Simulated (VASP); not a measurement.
Write the native input for VASP 6.6.1 that does the following.

```yaml
Task: single point
Functional: PBE
Potentials_or_basis: VASP PAW PBE potentials, release 64 (Sc_sv, Ga_d, Te, Se)
Cutoff: 520 eV
k_mesh: 6 × 6 × 4
Occupations: gaussian, width 0.1 eV
Spin: no spin polarisation
Dipole_correction: no
Further_INCAR_settings: ALGO = Normal; EDIFF = 1e-06; NBANDS = 29
```

The structure of ScGaTeSe2 lies in POSCAR:

```
ScGaTeSe2
1.0
    5.3375856900      0.0000000000      0.0000000000
   -2.6687928500      4.6224848100      0.0000000000
    0.0000000000      0.0000000000      5.9583764000
Sc Ga Te Se
1 1 1 2
Direct
    0.3333333300      0.6666666700      0.0000000000
    0.0000000000      0.0000000000      0.0000000000
    0.3333333300      0.6666666700      0.5000000000
    0.6666666700      0.3333333300      0.3140239400
    0.6666666700      0.3333333300      0.6859760600
```

The cell was generated, and may not be a known phase.

The input as run:

INCAR

```
SYSTEM = ScGaTeSe2
PREC     = Accurate       ! precision mode
ENCUT    = 520            ! plane-wave cutoff, eV
EDIFF    = 1E-6           ! SCF threshold, eV
ISMEAR   = 0              ! smearing method
SIGMA    = 0.1            ! smearing width, eV
LREAL    = .False.        ! projectors in reciprocal space
LASPH    = .True.         ! aspherical terms in the spheres
NELM     = 100            ! most SCF steps
ALGO     = Normal         ! electronic algorithm
ISIF     = 2              ! what is computed and relaxed
LWAVE    = .False.        ! write WAVECAR
LCHARG   = .False.        ! write CHGCAR
GGA      = PE             ! functional
NBANDS   = 29             ! bands
```

KPOINTS

```
regular mesh
0
Gamma
  6 6 4
  0 0 0
```

Potentials or basis: VASP PAW PBE potentials, release 64 (Sc_sv, Ga_d, Te, Se).

The run is started by

```console
$ cat potpaw_PBE.64/Sc_sv/POTCAR potpaw_PBE.64/Ga_d/POTCAR potpaw_PBE.64/Te/POTCAR potpaw_PBE.64/Se/POTCAR > POTCAR
$ mpirun -np 1 vasp_std > vasp.out
```

Results of the run:

The pressure is -1.3 GPa. The largest force is 3.443 eV/Å and the band gap on the k mesh is zero (bands 21 and 22 overlap by 0.62 eV).

Caveat: spin-orbit coupling is left out, which moves the levels of the heavy elements; forces of over 1 eV/Å act on the atoms, so gaps and moduli don't describe the material at rest.

It took 69 s on 1 thread of Intel(R) Xeon(R) 6975P-C (Granite Rapids) (shared host), peak memory 0.33 GiB.
